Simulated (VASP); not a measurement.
# CdS (P6_3mc) in VASP: notebook

The runs below take CdS through single point, with LDA.

Everything below comes from runs of VASP 6.6.1. Logs are shortened: lines on timing, memory, paths and dates and some standing lists are left out, and cuts for length are marked.

## Step 1: The cell of the first run

The structure is hexagonal, space group P6_3mc (No. 186). Conventional cell: a = 4.125 Å, b = 4.125 Å, c = 6.709 Å, α = 90.00°, β = 90.00°, γ = 120.00°. Cd (site symmetry 3m) has 4 S at 2.52 to 2.53 Å within 3.3 Å. Within 3.3 Å of S (site symmetry 3m) lie 4 Cd at 2.52 to 2.53 Å.

## Step 2: Single point, LDA (atoms moved along the polar distortion)

INCAR reads:

```
SYSTEM = CdS
  ALGO = Normal
  EDIFF = 1E-6
  ENCUT = 520
  ISIF = 2
  ISMEAR = 0
  LASPH = .TRUE.
  LCHARG = .FALSE.
  LREAL = .FALSE.
  LWAVE = .FALSE.
  NBANDS = 26
  NELM = 60
  PREC = Accurate
  SIGMA = 0.01
```

KPOINTS reads:

```
k-points
0
G
  9 9 4
  0 0 0
```

POSCAR reads:

```
CdS
1.0
    4.1245340209      0.0000000000      0.0000000000
   -2.0622670104      3.5719512409      0.0000000000
    0.0000000000      0.0000000000      6.7092066446
Cd S
2 2
Direct
    0.3333333333      0.6666666667      0.0001786402
    0.6666666667      0.3333333333      0.5001786402
    0.3333333333      0.6666666667      0.3768213598
    0.6666666667      0.3333333333      0.8768213598
```

Potentials or basis: VASP PAW LDA potentials, release 64 (Cd, S).

The run is started by

```console
$ cat potpaw_LDA.64/Cd/POTCAR potpaw_LDA.64/S/POTCAR > POTCAR
$ mpirun -np 1 vasp_std > vasp.out
```

OUTCAR:

```text
SYSTEM = CdS
   EDIFF = 1E-6
   ENCUT = 520
   ISIF = 2
   ISMEAR = 0
   LASPH = .TRUE.
   LREAL = .FALSE.
   NELM = 60
   PREC = Accurate

 ion  position               nearest neighbor table
   1  0.333  0.667  0.000-   4 2.52   4 2.52   4 2.52   3 2.53
   2  0.667  0.333  0.500-   3 2.52   3 2.52   3 2.52   4 2.53
   3  0.333  0.667  0.377-   2 2.52   2 2.52   2 2.52   1 2.53
   4  0.667  0.333  0.877-   1 2.52   1 2.52   1 2.52   2 2.53

  LATTYP: Found a hexagonal cell.
 ALAT       =     4.1245340209
 C/A-ratio  =     1.6266580929

  Lattice vectors:

 A1 = (   4.1245340209,   0.0000000000,   0.0000000000)
 A2 = (  -2.0622670104,   3.5719512409,   0.0000000000)
 A3 = (   0.0000000000,   0.0000000000,   6.7092066446)

Analysis of symmetry for initial positions (statically):
=====================================================================
 Subroutine PRICEL returns:
 Original cell was already a primitive cell.

 Routine SETGRP: Setting up the symmetry group for a
 hexagonal supercell.

 Subroutine GETGRP returns: Found 12 space group operations
 (whereof  6 operations were pure point group operations)
 out of a pool of 24 trial point group operations.

The static configuration has the point symmetry C_3v.
 The point group associated with its full space group is C_6v.

Analysis of symmetry for dynamics (positions and initial velocities):
=====================================================================
 Subroutine PRICEL returns:
 Original cell was already a primitive cell.

 Routine SETGRP: Setting up the symmetry group for a
 hexagonal supercell.

 Subroutine GETGRP returns: Found 12 space group operations
 (whereof  6 operations were pure point group operations)
 out of a pool of 24 trial point group operations.

The dynamic configuration has the point symmetry C_3v.
 The point group associated with its full space group is C_6v.

 Subroutine INISYM returns: Found 12 space group operations
 (whereof  6 operations are pure point group operations),
 and found     1 'primitive' translations

----------------------------------------------------------------------------------------

                                     Primitive cell

  volume of cell :      98.8443

  direct lattice vectors                    reciprocal lattice vectors
     4.124534021  0.000000000  0.000000000     0.242451631  0.139979514  0.000000000
    -2.062267010  3.571951241  0.000000000     0.000000000  0.279959029  0.000000000
     0.000000000  0.000000000  6.709206645     0.000000000  0.000000000  0.149048919

  length of vectors
     4.124534021  4.124534021  6.709206645     0.279959029  0.279959029  0.149048919

  position of ions in fractional coordinates (direct lattice)
     0.333333333  0.666666667  0.000178640
     0.666666667  0.333333333  0.500178640
     0.333333333  0.666666667  0.376821360
     0.666666667  0.333333333  0.876821360

  ion indices of the primitive-cell ions
   primitive index   ion index
                 1           1
                 2           2
                 3           3
                 4           4

----------------------------------------------------------------------------------------

 KPOINTS: k-points

Automatic generation of k-mesh.
 Grid dimensions read from file:
 generate k-points for:    9    9    4

 Generating k-lattice:

  Cartesian coordinates                     Fractional coordinates (reciprocal lattice)
     0.026939070  0.015553279  0.000000000     0.111111111  0.000000000  0.000000000
     0.000000000  0.031106559  0.000000000     0.000000000  0.111111111  0.000000000
     0.000000000  0.000000000  0.037262230     0.000000000  0.000000000  0.250000000

  Length of vectors
     0.031106559  0.031106559  0.037262230

  Shift w.r.t. Gamma in fractional coordinates (k-lattice)
     0.000000000  0.000000000  0.000000000

 Subroutine IBZKPT returns following result:
 ===========================================

 Found     36 irreducible k-points:

 Following reciprocal coordinates:
            Coordinates               Weight
  0.000000  0.000000  0.000000      1.000000
  0.111111 -0.000000  0.000000      6.000000
  0.222222 -0.000000  0.000000      6.000000
  0.333333  0.000000  0.000000      6.000000
  0.444444 -0.000000  0.000000      6.000000
  0.111111  0.111111  0.000000      6.000000
[... 16 lines left out ...]
  0.333333  0.222222  0.250000     24.000000
  0.333333  0.333333  0.250000      4.000000
 [... further k-points ...]
   k-points           NKPTS =     36   k-points in BZ     NKDIM =     36   number of bands    NBANDS=     26
   number of dos      NEDOS =    301   number of ions     NIONS =      4
   total plane-waves  NPLWV =  51200
   dimension x,y,z NGX =    32 NGY =   32 NGZ =   50
   dimension x,y,z NGXF=    64 NGYF=   64 NGZF=  100
   ions per type =               2   2
   NGX,Y,Z   is equivalent  to a cutoff of  12.90, 12.90, 12.39 a.u.
   NGXF,Y,Z  is equivalent  to a cutoff of  25.80, 25.80, 24.78 a.u.
 SYSTEM =  CdS
   PREC   = accura    normal or accurate (medium, high low for compatibility)
   ISTART =      0    job   : 0-new  1-cont  2-samecut
   ICHARG =      2    charge: 1-file 2-atom 10-const
   ISPIN  =      1    spin polarized calculation?
   LNONCOLLINEAR =      F non collinear calculations
   LSORBIT =      F    spin-orbit coupling
   LASPH  =      T    aspherical Exc in radial PAW
   ENCUT  =  520.0 eV  38.22 Ry    6.18 a.u.   7.67  7.67 12.47*2*pi/ulx,y,z
   NELM   =     60;   NELMIN=  2; NELMDL= -5     # of ELM steps
   EDIFF  = 0.1E-05   stopping-criterion for ELM
   LREAL  =      F    real-space projection
   EDIFFG = 0.1E-04   stopping-criterion for IOM
   NSW    =      0    number of steps for IOM
   IBRION =     -1    ionic relax: 0-MD 1-quasi-New 2-CG
   NFREE  =      0    steps in history (QN), initial steepest desc. (CG)
   ISIF   =      2    stress and relaxation
   ISYM   =      2    0-nonsym 1-usesym 2-fastsym
   POTIM  = 0.5000    time-step for ionic-motion
   TEBEG  =    0.0;   TEEND  =   0.0 temperature during run
   PSTRESS=    0.0 pullay stress
   NELECT =      36.0000    total number of electrons
   NUPDOWN=      -1.0000    fix difference up-down
   EMIN   =  10.00;   EMAX   =-10.00  energy-range for DOS
   EFERMI =   0.00;   METHOD = LEGACY
   ISMEAR =     0;   SIGMA  =   0.01  broadening in eV -4-tet -1-fermi 0-gaus
   EFERMI_NEDOS =   21; number of points for ismear=-14 and -15
   IALGO  =     38    algorithm
   IMIX   =      4    mixing-type and parameters
     AMIX     =   0.40;   BMIX     =  1.00
     AMIX_MAG =   1.60;   BMIX_MAG =  1.00
  volume/ion in A,a.u.               =      24.71       166.76
  Fermi-wavevector in a.u.,A,eV,Ry     =   1.169118  2.209313 18.596956  1.366838
  Thomas-Fermi vector in A             =   2.305596
   LORBIT       =      0    0 simple, 1 ext, 2 COOP (PROOUT), +10 PAW based schemes
   GGA     = CA    functional components
   LHFCALC =     F    Hartree Fock is set to
   AEXX    =    0.0000 exact exchange contribution
   IVDW    =     0    specifies the selected vdW correction
   LEPSILON=     F    determine dielectric tensor
   LRPA    =     F    only Hartree local field effects (RPA)
 non-spin polarized calculation
 Gauss-broadening in eV      SIGMA  =   0.01
  energy-cutoff  :      520.00
  volume of cell :       98.84
 maximum number of plane-waves:      2695
 NGX is ok and might be reduce to    32
   NGX = 15   NGY = 15   NGZ = 25

 number of electron      35.9999994 magnetization

 Free energy of the ion-electron system (eV)
  ---------------------------------------------------
  ext. energy  EPLUGINS =         0.00000000
  ---------------------------------------------------
  free energy    TOTEN  =       -14.80462334 eV

  energy without entropy =      -14.80462334  energy(sigma->0) =      -14.80462334

 E-fermi :   1.2177     XC(G=0):  -9.5979

 val. band max:        1.1591333011   @ k =   0.0000   0.0000   0.0000
 cond. band min:       2.1370967768   @ k =   0.0000   0.0000   0.0000
 fundamental gap:      0.9779634757
 Fermi energy:         1.2176793781

 k-point     1 :       0.0000    0.0000    0.0000
  band No.  band energies     occupation
      1     -11.2244      2.00000
      2     -10.7707      2.00000
      3      -6.6125      2.00000
      4      -6.6056      2.00000
      5      -6.6056      2.00000
      6      -6.5202      2.00000
[... 18 lines left out ...]
     25       8.5903      0.00000
     26       8.6394      0.00000

 k-point     2 :       0.1111   -0.0000    0.0000
  band No.  band energies     occupation
      1     -11.1782      2.00000
      2     -10.7503      2.00000
      3      -6.5997      2.00000
      4      -6.5868      2.00000
      5      -6.5724      2.00000
      6      -6.4996      2.00000
[... 18 lines left out ...]
     25       8.5349      0.00000
     26       8.8618      0.00000

 k-point     3 :       0.2222   -0.0000    0.0000
  band No.  band energies     occupation
      1     -11.0570      2.00000
      2     -10.7019      2.00000
      3      -6.5598      2.00000
      4      -6.5445      2.00000
      5      -6.4831      2.00000
      6      -6.4283      2.00000
[... 18 lines left out ...]
     25       8.7917      0.00000
     26       9.5688      0.00000

 k-point     4 :       0.3333    0.0000    0.0000
  band No.  band energies     occupation
      1     -10.9088      2.00000
      2     -10.6565      2.00000
      3      -6.5257      2.00000
      4      -6.5080      2.00000
      5      -6.3854      2.00000
      6      -6.3521      2.00000
[... 18 lines left out ...]
     25       9.2994      0.00000
     26       9.8356      0.00000
[... 496 lines left out ...]
      1     -10.8043      2.00000
      2     -10.6664      2.00000
      3      -6.4984      2.00000
      4      -6.4704      2.00000
      5      -6.3834      2.00000
      6      -6.3604      2.00000
[... 18 lines left out ...]
     25       8.9342      0.00000
     26      10.0224      0.00000

 k-point    23 :       0.3333    0.2222    0.2500
  band No.  band energies     occupation
      1     -10.7217      2.00000
      2     -10.6530      2.00000
      3      -6.4973      2.00000
      4      -6.4387      2.00000
      5      -6.3699      2.00000
      6      -6.3252      2.00000
[... 18 lines left out ...]
     25       9.5723      0.00000
     26      10.2594      0.00000

 k-point    24 :       0.3333    0.3333    0.2500
  band No.  band energies     occupation
      1     -10.6712      2.00000
      2     -10.6712      2.00000
      3      -6.5024      2.00000
      4      -6.3904      2.00000
      5      -6.3904      2.00000
      6      -6.3157      2.00000
[... 18 lines left out ...]
     25      10.2936      0.00000
     26      10.4378      0.00000

 [... further k-points ...]

------------------------ aborting loop because EDIFF is reached ----------------------------------------

  FORCE on cell =-STRESS in cart. coord.  units (eV):
  Direction    XX          YY          ZZ          XY          YZ          ZX
  --------------------------------------------------------------------------------------
  -------------------------------------------------------------------------------------
  Total       -1.0878110     -1.0878110     -1.0579906     -0.0000000      0.0000000      0.0000000
  in kB      -17.6324413    -17.6324413    -17.1490786     -0.0000000      0.0000000      0.0000000
  external PRESSURE =     -17.4713204 kB  Pullay stress =       0.0000000 kB

 VOLUME and BASIS-vectors are now :
 -----------------------------------------------------------------------------
  energy-cutoff  :      520.00
  volume of cell :       98.84
      direct lattice vectors                 reciprocal lattice vectors
     4.124534021  0.000000000  0.000000000     0.242451631  0.139979514  0.000000000
    -2.062267010  3.571951241  0.000000000     0.000000000  0.279959029  0.000000000
     0.000000000  0.000000000  6.709206645     0.000000000  0.000000000  0.149048919

 POSITION                                       TOTAL-FORCE (eV/Angst)
 -----------------------------------------------------------------------------------
     -0.00000      2.38130      0.00120        -0.000000      0.000000      0.003039
      2.06227      1.19065      3.35580        -0.000000     -0.000000      0.003039
     -0.00000      2.38130      2.52817        -0.000000      0.000000     -0.003039
      2.06227      1.19065      5.88278         0.000000      0.000000     -0.003039
 -----------------------------------------------------------------------------------
    total drift:                               -0.000000     -0.000000      0.000192

  FREE ENERGIE OF THE ION-ELECTRON SYSTEM (eV)
  ---------------------------------------------------
  free  energy   TOTEN  =       -14.8046233417 eV

  energy  without entropy=      -14.8046233417  energy(sigma->0) =      -14.80462334
```

Run time: 2 min. Hardware: 1 thread of Intel Xeon 8259CL, shared host; peak memory 0.23 GiB.

Results:

| Item | Value |
| --- | --- |
| Free energy | -14.8046 eV |
| Pressure | -1.7 GPa |
| Largest force | 0.003 eV/Å |
| Band gap on the k mesh | 0.98 eV |

Forces in eV/Å, atoms in the order of the input:
```
Cd   0.000  0.000  0.003
Cd   0.000  0.000  0.003
S    0.000  0.000 -0.003
S    0.000  0.000 -0.003
```

Caveat: the cell differs from its parent crystal (atoms moved along the polar distortion).

## Step 3: Single point, LDA (atoms moved along the polar distortion)

INCAR reads:

```
SYSTEM = CdS
PREC = Accurate
ENCUT = 520
EDIFF = 1E-7
ISMEAR = 0
SIGMA = 0.01
LREAL = .False.
LASPH = .True.
NELM = 80
ALGO = Normal
ISIF = 2
LWAVE = .False.
LCHARG = .True.
LELF = .True.
LVHAR = .True.
NBANDS = 26
```

KPOINTS reads:

```
Automatic mesh
0
Gamma
  9 9 4
  0 0 0
```

POSCAR reads:

```
CdS
1.0
    4.1245340209      0.0000000000      0.0000000000
   -2.0622670104      3.5719512409      0.0000000000
    0.0000000000      0.0000000000      6.7092066446
Cd S
2 2
Direct
    0.3333333333      0.6666666667     -0.0090731558
    0.6666666667      0.3333333333      0.4909268442
    0.3333333333      0.6666666667      0.3860731558
    0.6666666667      0.3333333333      0.8860731558
```

Potentials or basis: VASP PAW LDA potentials, release 64 (Cd, S).

The run is started by

```console
$ cat potpaw_LDA.64/Cd/POTCAR potpaw_LDA.64/S/POTCAR > POTCAR
$ mpirun -np 1 vasp_std > vasp.out
```

It took 2.2 min on 1 thread of Intel Xeon 8259CL, shared host; peak memory 0.23 GiB.

It converged, with:

- Free energy: -14.7429 eV
- Pressure: -1.4 GPa
- Largest force: 0.447 eV/Å
- Band gap on the k mesh: 1.03 eV

Forces in eV/Å, atoms in the order of the input:
```
Cd   0.000  0.000  0.447
Cd   0.000  0.000  0.447
S    0.000  0.000 -0.447
S    0.000  0.000 -0.447
```

Stress tensor (GPa, compression positive):
```
-0.25  0.00  0.00
 0.00 -0.25  0.00
 0.00  0.00 -3.71
```

Levels at points of the mesh, in eV from the valence-band top:
```tsv
k point	band 16	band 17	band 18	band 19	band 20	band 21
(0.00, 0.00, 0.00)	-0.03	0.00	0.00	1.03	2.41	6.29
(0.00, 0.00, 0.50)	-0.35	-0.35	-0.35	2.60	2.60	5.92
```

Caveat: the cell differs from its parent crystal (atoms moved along the polar distortion).

## Step 4: Single point, LDA (atoms moved along the polar distortion)

INCAR reads:

```
SYSTEM = CdS
PREC = Accurate ; ENCUT = 520
EDIFF = 1E-6 ; ISMEAR = 0
SIGMA = 0.01 ; LREAL = .FALSE.
LASPH = .TRUE. ; NELM = 100
ALGO = Normal ; ISIF = 2
LWAVE = .FALSE. ; LCHARG = .FALSE.
NBANDS = 26
```

KPOINTS reads:

```
regular mesh
0
G
  9 9 4
  0 0 0
```

POSCAR reads:

```
CdS
1.0
    4.1245340209      0.0000000000      0.0000000000
   -2.0622670104      3.5719512409      0.0000000000
    0.0000000000      0.0000000000      6.7092066446
Cd S
2 2
Direct
    0.3333333333      0.6666666667     -0.0183249519
    0.6666666667      0.3333333333      0.4816750481
    0.3333333333      0.6666666667      0.3953249519
    0.6666666667      0.3333333333      0.8953249519
```

Potentials or basis: VASP PAW LDA potentials, release 64 (Cd, S).

The run is started by

```console
$ cat potpaw_LDA.64/Cd/POTCAR potpaw_LDA.64/S/POTCAR > POTCAR
$ mpirun -np 1 vasp_std > vasp.out
```

OUTCAR:

```text
SYSTEM = CdS
   PREC = Accurate
   ENCUT = 520
   EDIFF = 1E-6
   ISMEAR = 0
   LREAL = .FALSE.
   LASPH = .TRUE.
   NELM = 100
   ISIF = 2

 ion  position               nearest neighbor table
   1  0.333  0.667  0.982-   4 2.45   4 2.45   4 2.45   3 2.78
   2  0.667  0.333  0.482-   3 2.45   3 2.45   3 2.45   4 2.78
   3  0.333  0.667  0.395-   2 2.45   2 2.45   2 2.45   1 2.78
   4  0.667  0.333  0.895-   1 2.45   1 2.45   1 2.45   2 2.78

  LATTYP: Found a hexagonal cell.
 ALAT       =     4.1245340209
 C/A-ratio  =     1.6266580929

[... 896 lines left out ...]
  --------------------------------------------------------------------------------------
  -------------------------------------------------------------------------------------
  Total        0.7778497      0.7778497     -2.7562755      0.0000000     -0.0000000      0.0000000
  in kB       12.6082470     12.6082470    -44.6767552      0.0000000     -0.0000000      0.0000000
  external PRESSURE =      -6.4867537 kB  Pullay stress =       0.0000000 kB

 VOLUME and BASIS-vectors are now :
 -----------------------------------------------------------------------------
  energy-cutoff  :      520.00
  volume of cell :       98.84
      direct lattice vectors                 reciprocal lattice vectors
     4.124534021  0.000000000  0.000000000     0.242451631  0.139979514  0.000000000
    -2.062267010  3.571951241  0.000000000     0.000000000  0.279959029  0.000000000
     0.000000000  0.000000000  6.709206645     0.000000000  0.000000000  0.149048919

 POSITION                                       TOTAL-FORCE (eV/Angst)
 -----------------------------------------------------------------------------------
     -0.00000      2.38130      6.58626        -0.000000      0.000000      0.654342
      2.06227      1.19065      3.23166        -0.000000     -0.000000      0.654342
     -0.00000      2.38130      2.65232         0.000000      0.000000     -0.654342
      2.06227      1.19065      6.00692         0.000000     -0.000000     -0.654342
 -----------------------------------------------------------------------------------
    total drift:                               -0.000000     -0.000000      0.000775

  FREE ENERGIE OF THE ION-ELECTRON SYSTEM (eV)
  ---------------------------------------------------
  free  energy   TOTEN  =       -14.6021144096 eV

  energy  without entropy=      -14.6021144096  energy(sigma->0) =      -14.60211441
```

It took 2 min on 1 thread of Intel Xeon 8259CL, shared host; peak memory 0.23 GiB.

Results:

```
Free energy            : -14.6021 eV
Pressure               : -0.6 GPa
Largest force          : 0.654 eV/Å
Band gap on the k mesh : 1.10 eV
```

Forces in eV/Å, atoms in the order of the input:
```
Cd   0.000  0.000  0.654
Cd   0.000  0.000  0.654
S    0.000  0.000 -0.654
S    0.000  0.000 -0.654
```

Stress tensor (GPa, compression positive):
```
 1.26  0.00  0.00
 0.00  1.26  0.00
 0.00  0.00 -4.47
```

Levels at points of the mesh, in eV from the valence-band top:
```
           k point  band 16  band 17  band 18  band 19  band 20  band 21
(0.00, 0.00, 0.00)    -0.07     0.00     0.00     1.10     2.25     6.28
(0.00, 0.00, 0.50)    -0.31    -0.31    -0.31     2.53     2.53     5.92
```

Caveat: the cell differs from its parent crystal (atoms moved along the polar distortion); the stress differs along the axes, from -4 to 1 GPa.

(Part 1 of 2 ends here.)
